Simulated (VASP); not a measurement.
# KF in VASP: a series of runs, part 2 of 2

VASP 6.6.1.

## Step 3: Single point, PBE

This run uses another cell than the first one: it holds 8 atoms, not 2.

Input file INCAR:

```
SYSTEM = KF
ALGO     = Normal         ! electronic algorithm
EDIFF    = 1E-6           ! SCF threshold, eV
ENCUT    = 520            ! plane-wave cutoff, eV
GGA      = PE             ! functional
ISIF     = 2              ! what is computed and relaxed
ISMEAR   = 0              ! smearing method
LASPH    = .TRUE.         ! aspherical terms in the spheres
LCHARG   = .TRUE.         ! write CHGCAR
LELF     = .TRUE.         ! ELF
LREAL    = .FALSE.        ! projectors in reciprocal space
LVHAR    = .TRUE.       
LWAVE    = .FALSE.        ! write WAVECAR
NBANDS   = 42             ! bands
NELM     = 80             ! most SCF steps
PREC     = Accurate       ! precision mode
SIGMA    = 0.1            ! smearing width, eV
```

Input file KPOINTS:

```
k-points
0
G
  4 2 2
  0 0 0
```

Input file POSCAR:

```
KF
1.0
    0.0000000000      2.7102548202      2.7102548202
    5.4205096405      2.7102548202     -2.7102548202
   -5.4205096405      2.7102548202     -2.7102548202
K F
4 4
Direct
    0.0000000000      0.2500000000      0.7500000000
    0.5000000000      0.7500000000      0.7500000000
    0.5000000000      0.2500000000      0.2500000000
    0.0000000000      0.7500000000      0.2500000000
    0.0000000000      0.5000000000      0.5000000000
    0.5000000000      0.0000000000      0.5000000000
    0.5000000000      0.5000000000      1.0000000000
    0.0000000000      1.0000000000      1.0000000000
```

Potentials or basis: VASP PAW PBE potentials, release 64 (K_sv, F).

Started as:

```sh
$ cat potpaw_PBE.64/K_sv/POTCAR potpaw_PBE.64/F/POTCAR > POTCAR
$ mpirun -np 1 vasp_std > vasp.out
```

OUTCAR:

```text
SYSTEM = KF
   EDIFF = 1E-6
   ENCUT = 520
   GGA = PE
   ISIF = 2
   ISMEAR = 0
   LASPH = .TRUE.
   LREAL = .FALSE.
   NELM = 80
   PREC = Accurate

 ion  position               nearest neighbor table
   1  0.000  0.250  0.750-   6 2.71   7 2.71   6 2.71   7 2.71   5 2.71   8 2.71
   2  0.500  0.750  0.750-   5 2.71   8 2.71   5 2.71   8 2.71   7 2.71   6 2.71
   3  0.500  0.250  0.250-   5 2.71   8 2.71   5 2.71   8 2.71   7 2.71   6 2.71
   4  0.000  0.750  0.250-   6 2.71   7 2.71   6 2.71   7 2.71   5 2.71   8 2.71
   5  0.000  0.500  0.500-   2 2.71   3 2.71   2 2.71   3 2.71   1 2.71   4 2.71
   6  0.500  0.000  0.500-   1 2.71   4 2.71   1 2.71   4 2.71   3 2.71   2 2.71
   7  0.500  0.500  0.000-   1 2.71   4 2.71   1 2.71   4 2.71   3 2.71   2 2.71
   8  0.000  0.000  0.000-   2 2.71   3 2.71   2 2.71   3 2.71   1 2.71   4 2.71

  LATTYP: Found a base centered orthorhombic cell.
 ALAT       =     7.6657582484
 B/A-ratio  =     1.4142135624
 C/A-ratio  =     0.5000000000

  Lattice vectors:

 A1 = (   5.4205096405,   2.7102548202,  -2.7102548202)
 A2 = (  -5.4205096405,   2.7102548202,  -2.7102548202)
 A3 = (   0.0000000000,   2.7102548202,   2.7102548202)

Analysis of symmetry for initial positions (statically):
=====================================================================
 Subroutine PRICEL returns following result:

  LATTYP: Found a face centered cubic cell.
 ALAT       =     5.4205096404

  Lattice vectors:

 A1 = (   2.7102548203,   0.0000000000,  -2.7102548202)
 A2 = (   0.0000000000,   2.7102548202,  -2.7102548202)
 A3 = (   2.7102548202,   2.7102548202,  -0.0000000000)

   4 primitive cells build up your supercell.

 Routine SETGRP: Setting up the symmetry group for a
 base centered orthorhombic supercell.

 Subroutine GETGRP returns: Found  8 space group operations
 (whereof  8 operations were pure point group operations)
 out of a pool of  8 trial point group operations.

The static configuration has the point symmetry D_2h.

Analysis of symmetry for dynamics (positions and initial velocities):
=====================================================================
 Subroutine PRICEL returns following result:

  LATTYP: Found a face centered cubic cell.
 ALAT       =     5.4205096404

  Lattice vectors:

 A1 = (   2.7102548203,   0.0000000000,  -2.7102548202)
 A2 = (   0.0000000000,   2.7102548202,  -2.7102548202)
 A3 = (   2.7102548202,   2.7102548202,  -0.0000000000)

   4 primitive cells build up your supercell.

 Routine SETGRP: Setting up the symmetry group for a
 base centered orthorhombic supercell.

 Subroutine GETGRP returns: Found  8 space group operations
 (whereof  8 operations were pure point group operations)
 out of a pool of  8 trial point group operations.

The dynamic configuration has the point symmetry D_2h.

 Subroutine INISYM returns: Found  8 space group operations
 (whereof  8 operations are pure point group operations),
 and found     4 'primitive' translations

----------------------------------------------------------------------------------------

[... 49 lines left out ...]
  0.000000  0.000000  0.000000      1.000000
  0.250000  0.000000  0.000000      2.000000
  0.500000  0.000000  0.000000      1.000000
  0.000000  0.500000  0.000000      2.000000
  0.250000  0.500000  0.000000      4.000000
  0.500000  0.500000  0.000000      2.000000
  0.000000  0.500000  0.500000      1.000000
  0.250000  0.500000  0.500000      2.000000
  0.500000  0.500000  0.500000      1.000000
   k-points           NKPTS =      9   k-points in BZ     NKDIM =      9   number of bands    NBANDS=     42
   number of dos      NEDOS =    301   number of ions     NIONS =      8
   total plane-waves  NPLWV =  75000
   dimension x,y,z NGX =    30 NGY =   50 NGZ =   50
   dimension x,y,z NGXF=    60 NGYF=  100 NGZF=  100
   ions per type =               4   4
   NGX,Y,Z   is equivalent  to a cutoff of  13.01, 12.52, 12.52 a.u.
   NGXF,Y,Z  is equivalent  to a cutoff of  26.02, 25.04, 25.04 a.u.
 SYSTEM =  KF
   PREC   = accura    normal or accurate (medium, high low for compatibility)
   ISTART =      0    job   : 0-new  1-cont  2-samecut
   ICHARG =      2    charge: 1-file 2-atom 10-const
   ISPIN  =      1    spin polarized calculation?
   LNONCOLLINEAR =      F non collinear calculations
   LSORBIT =      F    spin-orbit coupling
   LASPH  =      T    aspherical Exc in radial PAW
   ENCUT  =  520.0 eV  38.22 Ry    6.18 a.u.   7.13 12.34 12.34*2*pi/ulx,y,z
   NELM   =     80;   NELMIN=  2; NELMDL= -5     # of ELM steps
   EDIFF  = 0.1E-05   stopping-criterion for ELM
   LREAL  =      F    real-space projection
   EDIFFG = 0.1E-04   stopping-criterion for IOM
   NSW    =      0    number of steps for IOM
   IBRION =     -1    ionic relax: 0-MD 1-quasi-New 2-CG
   NFREE  =      0    steps in history (QN), initial steepest desc. (CG)
   ISIF   =      2    stress and relaxation
   ISYM   =      2    0-nonsym 1-usesym 2-fastsym
   POTIM  = 0.5000    time-step for ionic-motion
   TEBEG  =    0.0;   TEEND  =   0.0 temperature during run
   PSTRESS=    0.0 pullay stress
   NELECT =      64.0000    total number of electrons
   NUPDOWN=      -1.0000    fix difference up-down
   EMIN   =  10.00;   EMAX   =-10.00  energy-range for DOS
   EFERMI =   0.00;   METHOD = LEGACY
   ISMEAR =     0;   SIGMA  =   0.10  broadening in eV -4-tet -1-fermi 0-gaus
   EFERMI_NEDOS =   21; number of points for ismear=-14 and -15
   IALGO  =     38    algorithm
   IMIX   =      4    mixing-type and parameters
     AMIX     =   0.40;   BMIX     =  1.00
     AMIX_MAG =   1.60;   BMIX_MAG =  1.00
  volume/ion in A,a.u.               =      19.91       134.35
  Fermi-wavevector in a.u.,A,eV,Ry     =   1.208077  2.282935 19.857031  1.459451
  Thomas-Fermi vector in A             =   2.343696
   LORBIT       =      0    0 simple, 1 ext, 2 COOP (PROOUT), +10 PAW based schemes
   GGA     = PE    functional components
   LHFCALC =     F    Hartree Fock is set to
   AEXX    =    0.0000 exact exchange contribution
   IVDW    =     0    specifies the selected vdW correction
   LEPSILON=     F    determine dielectric tensor
   LRPA    =     F    only Hartree local field effects (RPA)
 non-spin polarized calculation
 Gauss-broadening in eV      SIGMA  =   0.10
  energy-cutoff  :      520.00
  volume of cell :      159.27
 maximum number of plane-waves:      4330
 NGX is ok and might be reduce to    30

 number of electron      64.0000047 magnetization

 Free energy of the ion-electron system (eV)
  ---------------------------------------------------
  ext. energy  EPLUGINS =         0.00000000
  ---------------------------------------------------
  free energy    TOTEN  =       -33.19724015 eV

  energy without entropy =      -33.19724015  energy(sigma->0) =      -33.19724015

 E-fermi :  -2.4135     XC(G=0):  -8.2115

 val. band max:       -2.9143931437   @ k =   0.0000   0.0000   0.0000
 cond. band min:       3.0324076514   @ k =   0.0000   0.0000   0.0000
 fundamental gap:      5.9468007951
 Fermi energy:        -2.4135381063

 k-point     1 :       0.0000    0.0000    0.0000
  band No.  band energies     occupation
      1     -29.1740      2.00000
      2     -29.0968      2.00000
      3     -29.0968      2.00000
      4     -29.0793      2.00000
      5     -21.6157      2.00000
      6     -21.6157      2.00000
[... 394 lines left out ...]
     41       8.5578      0.00000
     42       8.5578      0.00000

------------------------ aborting loop because EDIFF is reached ----------------------------------------

  FORCE on cell =-STRESS in cart. coord.  units (eV):
  Direction    XX          YY          ZZ          XY          YZ          ZX
  --------------------------------------------------------------------------------------
  -------------------------------------------------------------------------------------
  Total        0.0259561      0.0243720      0.0243720     -0.0000000     -0.0024511      0.0000000
  in kB        0.2611137      0.2451783      0.2451783     -0.0000000     -0.0246575      0.0000000
  external PRESSURE =       0.2504901 kB  Pullay stress =       0.0000000 kB

 VOLUME and BASIS-vectors are now :
 -----------------------------------------------------------------------------
  energy-cutoff  :      520.00
  volume of cell :      159.27
      direct lattice vectors                 reciprocal lattice vectors
     0.000000000  2.710254820  2.710254820     0.000000000  0.184484498  0.184484498
     5.420509640  2.710254820 -2.710254820     0.092242249  0.092242249 -0.092242249
    -5.420509640  2.710254820 -2.710254820    -0.092242249  0.092242249 -0.092242249

 POSITION                                       TOTAL-FORCE (eV/Angst)
 -----------------------------------------------------------------------------------
     -2.71025      2.71025     -2.71025         0.000000      0.000000     -0.000000
      0.00000      5.42051     -2.71025        -0.000000      0.000000      0.000000
      0.00000      2.71025      0.00000        -0.000000     -0.000000      0.000000
      2.71025      2.71025     -2.71025         0.000000     -0.000000      0.000000
      0.00000      2.71025     -2.71025         0.000000     -0.000000      0.000000
     -2.71025      2.71025      0.00000        -0.000000      0.000000     -0.000000
      2.71025      2.71025      0.00000         0.000000      0.000000      0.000000
      0.00000      0.00000      0.00000        -0.000000     -0.000000     -0.000000
 -----------------------------------------------------------------------------------
    total drift:                               -0.000000      0.000000     -0.000000

  FREE ENERGIE OF THE ION-ELECTRON SYSTEM (eV)
  ---------------------------------------------------
  free  energy   TOTEN  =       -33.1972401482 eV

  energy  without entropy=      -33.1972401482  energy(sigma->0) =      -33.19724015
```

Wall time 51 s (1 thread of AMD EPYC 9R45 (Zen 5), shared host); peak memory 0.23 GiB.

What came out:

- Free energy: -33.1972 eV
- Pressure: 0.0 GPa
- Band gap on the k mesh: 5.95 eV

Caveat: the k points lie up to 0.50 Å⁻¹ apart.

## Step 4: Single point, PBE

This run uses another cell than the first one: it holds 8 atoms, not 2.

Input file INCAR:

```
  PREC = Accurate
  ENCUT = 520
  EDIFF = 1E-6
  ISMEAR = 0
  SIGMA = 0.1
  LREAL = F
  LASPH = T
  NELM = 60
  ALGO = Normal
  ISIF = 2
  LWAVE = F
  LCHARG = F
  GGA = PE
  NBANDS = 42
```

Input file KPOINTS:

```
regular mesh
0
Gamma
  4 2 2
```

Input file POSCAR:

```
KF
1.0
    0.0012893411      2.7113501770      2.7115471721
    5.4221623617      2.7085013580     -2.7060465162
   -5.4226080938      2.7063486477     -2.7091628724
K F
4 4
Direct
    0.0000542492      0.2499979065      0.7500082129
    0.4999492765      0.7500020679      0.7499717629
    0.5000628244      0.2499712692      0.2499942705
   -0.0001092538      0.7500047399      0.2499999371
    0.0000436120      0.4999992758      0.4999900949
    0.4999811178      0.0000350518      0.5000201888
    0.5000165372      0.5000073155      1.0000287089
    0.0000016366      0.9999823733      0.9999868241
```

Started as:

```sh
$ cat potpaw_PBE.64/K_sv/POTCAR potpaw_PBE.64/F/POTCAR > POTCAR
$ mpirun -np 1 vasp_std > vasp.out
```

Run time: 64 s. Hardware: 1 thread of AMD EPYC 9R45 (Zen 5), shared host; peak memory 0.24 GiB.

The run converged. Its results:

* Free energy: -33.1972 eV
* Pressure: 0.0 GPa
* Band gap on the k mesh: 5.95 eV

Levels at points of the mesh, in eV from the valence-band top:
| k point | band 30 | band 31 | band 32 | band 33 | band 34 | band 35 |
| --- | --- | --- | --- | --- | --- | --- |
| (0.00, 0.00, 0.00) | 0.00 | 0.00 | 0.00 | 5.95 | 8.16 | 8.89 |
| (0.50, 0.00, 0.00) | -0.18 | -0.14 | -0.14 | 8.85 | 8.85 | 9.58 |
| (0.00, 0.50, 0.00) | -0.16 | -0.16 | -0.16 | 7.42 | 7.42 | 8.98 |
| (0.00, 0.00, 0.50) | -0.16 | -0.16 | -0.16 | 7.42 | 7.42 | 8.98 |
| (0.50, 0.50, 0.00) | -0.19 | -0.19 | -0.19 | 8.98 | 8.98 | 8.98 |
| (0.50, 0.00, 0.50) | -0.19 | -0.19 | -0.19 | 8.98 | 8.98 | 8.98 |
| (0.00, 0.50, 0.50) | -0.05 | -0.05 | -0.05 | 7.71 | 7.71 | 8.86 |
| (0.50, 0.50, 0.50) | -0.07 | -0.07 | -0.07 | 8.16 | 8.16 | 8.88 |

Caveat: the k points lie up to 0.50 Å⁻¹ apart.

## Step 5: The runs side by side

| level | cell | k mesh | smearing | gap on the mesh (eV) | pressure (GPa) |
| --- | --- | --- | --- | --- | --- |
| r2SCAN | a = 3.833 Å, angles 60.0°, 2 atoms, atomic positions A | 8 × 8 × 8 | gaussian 0.02 eV | 6.61 | -1.8 |
| PBE | a = 3.833, b = 6.639, c = 6.639 Å, angles 109.5, 90.0, 90.0°, 8 atoms, atomic positions B | 4 × 2 × 2 | gaussian 0.1 eV | 5.95 | 0.0 |
| PBE | a = 3.835, b = 6.638, c = 6.638 Å, angles 109.5, 90.0, 90.0°, 8 atoms, atomic positions B | 4 × 2 × 2 | gaussian 0.1 eV | 5.95 | 0.0 |

Alike in all rows: task single point; potentials or basis VASP PAW PBE potentials, release 64 (K_sv, F); no spin polarisation; cutoff (eV) 520.

Caveats: some runs use coarse meshes; the PAW data sets were made with another functional, which shifts forces and pressure a little (at least some runs).

Absolute energies hang on the potentials; compare differences alone.
